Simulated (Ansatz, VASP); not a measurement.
# Rb in VASP and in Ansatz

```
Rb
1.0
     4.99094    0.00000    0.00000
    -2.49547    4.32228    0.00000
     0.00000    0.00000    8.22936
Rb
2
Direct
  0.33333 0.66667 0.25000
  0.66667 0.33333 0.75000
```

Alike in both runs: task single point; functional RPBE; k mesh 8 × 8 × 4; occupations fermi-dirac, width 0.1 eV; no spin polarisation.

|  | VASP | Ansatz |
| --- | --- | --- |
| version | VASP 6.6.1 | Ansatz 0.2.0 |
| potentials or method | VASP PAW PBE potentials, release 64 (Rb_sv), cutoff 520 eV | plane waves (420 eV) with PAW, scalar-relativistic |
| valence electrons in the cell | 18 | 18 |

|  | VASP | Ansatz | Ansatz less VASP |
| --- | --- | --- | --- |
| pressure (GPa) | 0.4 | 0.4 | 0.00 |

VASP's potentials were made for PBE, not for RPBE.
